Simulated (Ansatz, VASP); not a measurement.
# Al: VASP beside Ansatz

```
CELL_PARAMETERS angstrom
2.97200 0.00000 0.00000
-1.48600 2.57383 0.00000
0.00000 0.00000 9.64030
ATOMIC_POSITIONS crystal
Al 0.00000 0.00000 0.00000
Al 0.33333 0.66667 0.25000
Al 0.00000 0.00000 0.50000
Al 0.66667 0.33333 0.75000
```

Alike in both runs: task single point; functional PBE; dispersion D3(BJ); k mesh 18 × 18 × 4; occupations gaussian, width 0.15 eV; no spin polarisation.

|  | VASP | Ansatz |
| --- | --- | --- |
| version | VASP 6.6.1 | Ansatz 0.2.0 |
| potentials or method | VASP PAW PBE potentials, release 64 (Al), cutoff 520 eV | scalar-relativistic, plane waves, PAW |
| valence electrons in the cell | 12 | 12 |

```tsv
	VASP	Ansatz	Ansatz less VASP
gap on the k mesh at the Fermi level (eV)	none	none	-
pressure (GPa)	-9.1	-9.1	+0.01
traceless stress, the component that is largest in VASP (GPa)	0.63	0.63	-0.001
```

A gap of «none» marks a metal or a gap that the smearing closes.
